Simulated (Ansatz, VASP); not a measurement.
# Sb in VASP and in Ansatz

```xyz
2
Lattice="3.2679 0.0000 0.0000 -1.6340 2.8301 0.0000 0.0000 0.0000 5.3300" Properties=species:S:1:pos:R:3 pbc="T T T"
Sb    0.0000    1.8867    1.3325
Sb    1.6340    0.9434    3.9975
```

Change from the starting cell: strain -0.030 along x and y, +0.000 along z, atoms carried along.

Alike in both runs: task single point; functional PBE; dispersion D3(BJ); k mesh 18 × 18 × 10; occupations gaussian, width 0.15 eV; no spin polarisation.

```csv
,VASP,Ansatz
version,VASP 6.6.1,Ansatz 0.2.0
potentials or method,"VASP PAW PBE potentials, release 64 (Sb), cutoff 520 eV","scalar-relativistic, plane waves, PAW"
valence electrons in the cell,10,30
```

```tsv
	VASP	Ansatz	Ansatz less VASP
gap on the k mesh at the Fermi level (eV)	none	none	-
pressure (GPa)	4.2	4.4	+0.13
traceless stress, the component that is largest in VASP (GPa)	0.58	0.59	+0.008
```

A gap of «none» marks a metal or a gap that the smearing closes. VASP's potentials hold 10 valence electrons a cell and Ansatz's 30, so a difference there can come from the potentials and not from the codes.

Spin-orbit coupling is off throughout.
